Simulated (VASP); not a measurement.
# Ca2AlO (R-3m) in VASP: notebook, part 3 of 3

VASP 6.6.1. Earlier steps stand in the parts before.

## Step 6: Single point, PBE, collinear spin, ferromagnetic start

This run uses another cell than the first one, of 20.51 Å³/atom.

Input file INCAR:

```
  PREC = Accurate
  ENCUT = 520
  EDIFF = 1E-6
  ISMEAR = 0
  SIGMA = 0.1
  LREAL = False
  LASPH = True
  NELM = 150
  ALGO = Normal
  ISIF = 2
  LWAVE = False
  LCHARG = False
  ISPIN = 2
  MAGMOM = 0 0 0 1
  LORBIT = 11
  GGA = PE
  NBANDS = 26
```

Input file KPOINTS:

```
Automatic mesh
0
Gamma
  6 6 6
```

Input file POSCAR:

```
Ca2AlO
1.0
    1.7352444951      1.0018438763      7.8661965906
   -1.7352444951      1.0018438763      7.8661965906
    0.0000000000     -2.0036877527      7.8661965906
Ca Al O
2 1 1
Direct
    0.2253569654      0.2253569654      0.2253569654
    0.7746430346      0.7746430346      0.7746430346
    0.0000000000      0.0000000000      0.0000000000
    0.5000000000      0.5000000000      0.5000000000
```

Potentials or basis: VASP PAW PBE potentials, release 64 (Ca_sv, Al, O).

The run is started by

```console
> cat potpaw_PBE.64/Ca_sv/POTCAR potpaw_PBE.64/Al/POTCAR potpaw_PBE.64/O/POTCAR > POTCAR
> mpirun -np 1 vasp_std > vasp.out
```

OUTCAR:

```text
PREC = Accurate
   ENCUT = 520
   EDIFF = 1E-6
   ISMEAR = 0
   LREAL = False
   LASPH = True
   NELM = 150
   ISIF = 2
   ISPIN = 2
   LORBIT = 11
   GGA = PE

 ion  position               nearest neighbor table
   1  0.225  0.225  0.225-   4 2.44   4 2.44   4 2.44   3 3.24   3 3.24   3 3.24
   2  0.775  0.775  0.775-   4 2.44   4 2.44   4 2.44   3 3.24   3 3.24   3 3.24
   3  0.000  0.000  0.000-   2 3.24   1 3.24   2 3.24   2 3.24   1 3.24   1 3.24
   4  0.500  0.500  0.500-   1 2.44   2 2.44   1 2.44   1 2.44   2 2.44   2 2.44

  LATTYP: Found a trigonal (rhomboedric) cell.
 ALAT       =     8.1173772496
 COS(alpha) =     0.9086055368

  Lattice vectors:

 A1 = (   1.7352444951,   1.0018438763,   7.8661965906)
 A2 = (  -1.7352444951,   1.0018438763,   7.8661965906)
 A3 = (   0.0000000000,  -2.0036877527,   7.8661965906)

Analysis of symmetry for initial positions (statically):
[... 1600 lines left out ...]
------------------------ aborting loop because EDIFF is reached ----------------------------------------

  FORCE on cell =-STRESS in cart. coord.  units (eV):
  Direction    XX          YY          ZZ          XY          YZ          ZX
  --------------------------------------------------------------------------------------
  -------------------------------------------------------------------------------------
  Total        0.1114931      0.1114931      0.0964491      0.0000000     -0.0000000      0.0000000
  in kB        2.1771173      2.1771173      1.8833549      0.0000000     -0.0000000      0.0000000
  external PRESSURE =       2.0791965 kB  Pullay stress =       0.0000000 kB

 VOLUME and BASIS-vectors are now :
 -----------------------------------------------------------------------------
  energy-cutoff  :      520.00
  volume of cell :       82.05
      direct lattice vectors                 reciprocal lattice vectors
     1.735244495  1.001843876  7.866196591     0.288143833  0.166359920  0.042375414
    -1.735244495  1.001843876  7.866196591    -0.288143833  0.166359920  0.042375414
     0.000000000 -2.003687753  7.866196591     0.000000000 -0.332719839  0.042375414

 POSITION                                       TOTAL-FORCE (eV/Angst)
 -----------------------------------------------------------------------------------
      0.00000     -0.00000      5.31811         0.000000     -0.000000      0.042028
      0.00000     -0.00000     18.28048         0.000000      0.000000     -0.042028
      0.00000      0.00000      0.00000         0.000000      0.000000      0.000000
      0.00000     -0.00000     11.79929         0.000000      0.000000      0.000000
 -----------------------------------------------------------------------------------
    total drift:                               -0.000000      0.000000     -0.000000

  FREE ENERGIE OF THE ION-ELECTRON SYSTEM (eV)
  ---------------------------------------------------
  free  energy   TOTEN  =       -18.2032645013 eV

  energy  without entropy=      -18.1946840657  energy(sigma->0) =      -18.19897428

 total charge

# of ion       s       p       d       tot
------------------------------------------
    1        2.051   5.866   0.270   8.187
    2        2.051   5.866   0.270   8.187
    3        0.469   0.293   0.000   0.762
    4        1.552   3.424   0.000   4.977
--------------------------------------------------
tot          6.123  15.449   0.540  22.112

 magnetization (x)

# of ion       s       p       d       tot
------------------------------------------
    1        0.000   0.000   0.000   0.000
    2        0.000   0.000   0.000   0.000
    3        0.000   0.000   0.000   0.000
    4        0.000  -0.000   0.000  -0.000
--------------------------------------------------
tot          0.000  -0.000   0.000   0.000
```

stdout:

```text
POSCAR found type information on POSCAR CaAlO
 POSCAR found :  3 types and       4 ions
 scaLAPACK will be used
 LDA part: xc-table for (Slater+PW92), standard interpolation
 POSCAR, INCAR and KPOINTS ok, starting setup
 FFT: planning ... GRIDC
 FFT: planning ... GRID_SOFT
 FFT: planning ... GRID
 WAVECAR not read
 entering main loop
```

Run time: 8.5 min. Hardware: 1 thread of Intel Xeon Platinum 8259CL at 2.50GHz (Skylake/Cascade Lake), shared host; peak memory 0.67 GiB.

What came out:

* Free energy: -18.2033 eV
* Pressure: 0.2 GPa
* Largest force: 0.042 eV/Å
* Net moment: 0.00 μB per cell
* Valence electrons inside the program's atomic spheres: Ca 8.19; Al 0.76; O 4.98

Forces on the atoms (eV/Å):
```
Ca   0.000  0.000  0.042
Ca   0.000  0.000 -0.042
Al   0.000  0.000  0.000
O    0.000  0.000  0.000
```

Levels at points of the mesh, in eV from the Fermi level:
Spin up:
```tsv
k point	band 11	band 12	band 13	band 14	band 15	band 16	band 17	band 18
(0.00, 0.00, 0.00)	-5.16	-4.01	-4.01	-1.51	0.24	2.58	3.07	3.10
(0.50, 0.00, 0.00)	-4.34	-4.14	-3.26	-2.01	-0.20	0.97	1.82	2.77
(0.50, 0.50, 0.00)	-4.34	-4.14	-3.30	-1.90	-0.03	0.49	2.25	2.81
(0.50, 0.50, 0.50)	-4.76	-4.01	-4.01	-2.51	1.66	2.29	3.10	3.10
```
Spin down:
| k point | band 11 | band 12 | band 13 | band 14 | band 15 | band 16 | band 17 | band 18 |
| --- | --- | --- | --- | --- | --- | --- | --- | --- |
| (0.00, 0.00, 0.00) | -5.16 | -4.01 | -4.01 | -1.51 | 0.24 | 2.58 | 3.07 | 3.11 |
| (0.50, 0.00, 0.00) | -4.34 | -4.14 | -3.26 | -2.01 | -0.20 | 0.97 | 1.82 | 2.77 |
| (0.50, 0.50, 0.00) | -4.34 | -4.14 | -3.30 | -1.90 | -0.03 | 0.49 | 2.25 | 2.81 |
| (0.50, 0.50, 0.50) | -4.76 | -4.01 | -4.01 | -2.51 | 1.66 | 2.29 | 3.10 | 3.10 |

## Step 7: Overview

```csv
task,spin,cell,cutoff (eV),gap on the mesh (eV),pressure (GPa),moment (μB),largest force (eV/Å)
single point,off,"a = 6.606 Å, angles 30.7°, 4 atoms, atomic positions A",520,none,35.9,-,10.20
single point,off,"a = 8.117 Å, angles 24.7°, 4 atoms, atomic positions B",520,none,0.2,-,0.04
relaxation of cell and atoms,off,"relaxed from a = 6.606 Å, angles 30.7°, 4 atoms, atomic positions A",600,none,0.1,-,0.02
single point,"collinear, ferromagnetic start","a = 6.606 Å, angles 30.7°, 4 atoms, atomic positions A",520,none,35.8,0.01,10.20
single point,"collinear, ferromagnetic start","a = 8.117 Å, angles 24.7°, 4 atoms, atomic positions B",520,none,0.2,0.00,0.04
```

Alike in all rows: level PBE; potentials or basis VASP PAW PBE potentials, release 64 (Ca_sv, Al, O); k mesh 6 × 6 × 6; smearing gaussian 0.1 eV.

Caveats: an odd number of electrons without spin polarisation forces a metal (at least some runs); a magnetic or distorted state may lie lower (at least some runs); the cell stands under pressure (at least some runs); the volume moved by over 15 % at a fixed basis, so the end points are rough (at least some runs); forces of over 1 eV/Å act on the atoms, so gaps and moduli don't describe the material at rest (at least some runs).

Absolute energies hang on the potentials; compare differences alone.
